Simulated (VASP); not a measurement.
**SiC: single point with PBE**

Crystal: SiC.

```
Si C
1.0
     0.00000    2.17400    2.17400
     2.17400    0.00000    2.17400
     2.17400    2.17400    0.00000
Si C
1 1
Direct
  0.95934 0.00000 0.00000
  0.75000 0.75000 0.75000
```

This cell differs from its parent crystal: all Si atoms moved +0.125 Å, as atom 1 towards its neighbour atom 1 (Si) at 3.075 Å.

* Program: VASP 6.6.1
* Task: single point
* Functional: PBE
* Potentials or basis: VASP PAW PBE potentials, release 64 (Si, C)
* Cutoff: 520 eV
* k mesh: 12 × 12 × 12
* Occupations: gaussian, width 0.05 eV
* Spin: no spin polarisation

* Pressure: 6.7 GPa
* Largest force: 2.529 eV/Å
* Band gap on the k mesh: 0.76 eV (least direct gap 4.29 eV)

Forces on the atoms (eV/Å):
```
Si   0.554  1.745  1.745
C   -0.554 -1.745 -1.745
```

Stress tensor (GPa, compression positive):
```
7.73 6.24 6.24
6.24 6.16 2.37
6.24 2.37 6.16
```

Levels at points of the mesh, in eV from the valence-band top:
| k point | band 1 | band 2 | band 3 | band 4 | band 5 | band 6 | band 7 | band 8 | band 9 |
| --- | --- | --- | --- | --- | --- | --- | --- | --- | --- |
| (0.00, 0.00, 0.00) | -16.01 | -1.17 | -0.54 | 0.00 | 5.69 | 6.64 | 6.76 | 7.11 | 13.97 |
| (0.50, 0.00, 0.00) | -12.57 | -8.78 | -2.06 | -1.49 | 4.94 | 6.21 | 6.88 | 9.52 | 15.65 |
| (0.00, 0.50, 0.00) | -12.44 | -9.12 | -2.06 | -1.12 | 4.85 | 6.16 | 7.27 | 9.52 | 15.56 |
| (0.50, 0.50, 0.50) | -12.28 | -9.48 | -1.69 | -1.18 | 4.90 | 6.57 | 7.20 | 9.46 | 15.43 |
| (0.50, 0.50, 0.00) | -10.99 | -8.36 | -3.96 | -3.52 | 0.77 | 3.76 | 13.53 | 13.62 | 14.22 |
| (0.00, 0.50, 0.50) | -10.98 | -8.40 | -3.74 | -3.66 | 0.76 | 3.71 | 13.57 | 13.62 | 14.25 |

Wall time 110 s on 1 thread of Intel Xeon 8259CL, with other jobs on the host, peak memory 0.22 GiB.

Caveat: the cell differs from its parent crystal (all Si atoms moved +0.125 Å, as atom 1 towards its neighbour atom 1 (Si) at 3.075 Å); the cell stands under pressure; semilocal functionals underestimate gaps, and a narrow one can read as zero; forces of over 1 eV/Å act on the atoms, so gaps and moduli don't describe the material at rest. A k mesh can miss the band edges.
